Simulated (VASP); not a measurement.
## SiO2: single point with LDA

The system is SiO2.

```
CELL_PARAMETERS angstrom
7.18856 0.00000 0.00000
0.00000 7.18856 0.00000
0.00000 0.00000 7.18856
ATOMIC_POSITIONS crystal
Si 0.27441 0.27441 0.27441
Si 0.22559 0.72559 0.77441
Si 0.77441 0.22559 0.72559
Si 0.72559 0.77441 0.22559
Si 0.01740 0.01740 0.01740
Si 0.48260 0.98260 0.51740
Si 0.51740 0.48260 0.98260
Si 0.98260 0.51740 0.48260
O 0.14586 0.14586 0.14586
O 0.35414 0.85414 0.64586
O 0.64586 0.35414 0.85414
O 0.85414 0.64586 0.35414
O 0.63910 0.65426 0.05818
O 0.86090 0.34574 0.55818
O 0.13910 0.84574 0.94182
O 0.36090 0.15426 0.44182
O 0.05818 0.63910 0.65426
O 0.55818 0.86090 0.34574
O 0.94182 0.13910 0.84574
O 0.44182 0.36090 0.15426
O 0.65426 0.05818 0.63910
O 0.34574 0.55818 0.86090
O 0.84574 0.94182 0.13910
O 0.15426 0.44182 0.36090
```

This cell differs from its parent crystal: volume scaled by 1.06, then relaxed in part.

| Property | Result |
| --- | --- |
| Program | VASP 6.6.1 |
| Task | single point |
| Functional | LDA |
| Potentials or basis | VASP PAW LDA potentials, release 64 (Si, O) |
| Cutoff | 520 eV |
| k mesh | 4 × 4 × 4 |
| Occupations | gaussian, width 0.02 eV |
| Spin | no spin polarisation |
| Dipole correction | no |
| Further INCAR settings | LREAL = Auto; ALGO = Normal; EDIFF = 1e-06; NBANDS = 82 |

```yaml
Pressure: -0.3 GPa
Largest_force: 0.025 eV/Å
Band_gap_on_the_k_mesh: 5.50 eV, indirect (the least direct gap lies 1.3 meV higher)
```

Forces in eV/Å, atoms in the order of the input:
```
Si   0.015  0.015  0.015
Si  -0.015 -0.015  0.015
Si   0.015 -0.015 -0.015
Si  -0.015  0.015 -0.015
Si   0.012  0.012  0.012
Si  -0.012 -0.012  0.012
Si   0.012 -0.012 -0.012
Si  -0.012  0.012 -0.012
O   -0.005 -0.005 -0.005
O    0.005  0.005 -0.005
O   -0.005  0.005  0.005
O    0.005 -0.005  0.005
O   -0.002  0.000 -0.008
O    0.002  0.000 -0.008
O   -0.002  0.000  0.008
O    0.002  0.000  0.008
O   -0.008 -0.002  0.000
O   -0.008  0.002  0.000
O    0.008 -0.002  0.000
O    0.008  0.002  0.000
O    0.000 -0.008 -0.002
O    0.000 -0.008  0.002
O    0.000  0.008 -0.002
O    0.000  0.008  0.002
```

Levels at points of the mesh, in eV from the valence-band top:
| k point | band 61 | band 62 | band 63 | band 64 | band 65 | band 66 | band 67 | band 68 |
| --- | --- | --- | --- | --- | --- | --- | --- | --- |
| (0.00, 0.00, 0.00) | -0.49 | 0.00 | 0.00 | 0.00 | 5.50 | 8.47 | 8.47 | 8.47 |
| (0.50, 0.00, 0.00) | -0.30 | -0.30 | -0.29 | -0.29 | 6.61 | 6.61 | 8.74 | 8.74 |
| (0.50, 0.50, 0.00) | -0.24 | -0.24 | -0.16 | -0.16 | 7.44 | 7.44 | 7.48 | 7.48 |
| (0.50, 0.50, 0.50) | 0.00 | 0.00 | 0.00 | 0.00 | 7.84 | 7.84 | 7.84 | 7.84 |

It took 4.3 min on 1 thread of AMD EPYC 9R45 96-Core Processor (Zen 5), on a shared host, peak memory 0.39 GiB.

 A k mesh can miss the band edges.
